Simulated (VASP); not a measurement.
Input of a VASP 6.6.1 run:

The input INCAR:

```
PREC = Accurate
ENCUT = 520
EDIFF = 1E-7
ISMEAR = 0
SIGMA = 0.1
LREAL = False
LASPH = True
NELM = 100
ALGO = Normal
ISIF = 2
LWAVE = False
LCHARG = True
GGA = PE
LELF = True
LVHAR = True
NBANDS = 26
```

KPOINTS

```
regular mesh
0
Gamma
  6 6 4
```

File POSCAR:

```
YPdF2
1.0
    3.8561704592      0.0000000000      0.0000000000
   -1.9280852296      3.3395415790      0.0000000000
    0.0000000000      0.0000000000      5.7197190380
Y Pd F
1 1 2
Direct
    0.0000000000      0.0000000000      0.5000000000
    0.0000000000      0.0000000000      0.0000000000
    0.3333333333      0.6666666667      0.5918750475
    0.6666666667      0.3333333333      0.4081249525
```

Potentials or basis: VASP PAW PBE potentials, release 64 (Y_sv, Pd, F).

Run with:

```console
$ cat potpaw_PBE.64/Y_sv/POTCAR potpaw_PBE.64/Pd/POTCAR potpaw_PBE.64/F/POTCAR > POTCAR
$ mpirun -np 1 vasp_std > vasp.out
```

Estimate the pressure.

0.0 GPa.

What does it give for the band gap on the k mesh?

Zero (an odd number of electrons rules out a gap without spin polarisation).

Caveat: an odd number of electrons without spin polarisation forces a metal; a magnetic or distorted state may lie lower.
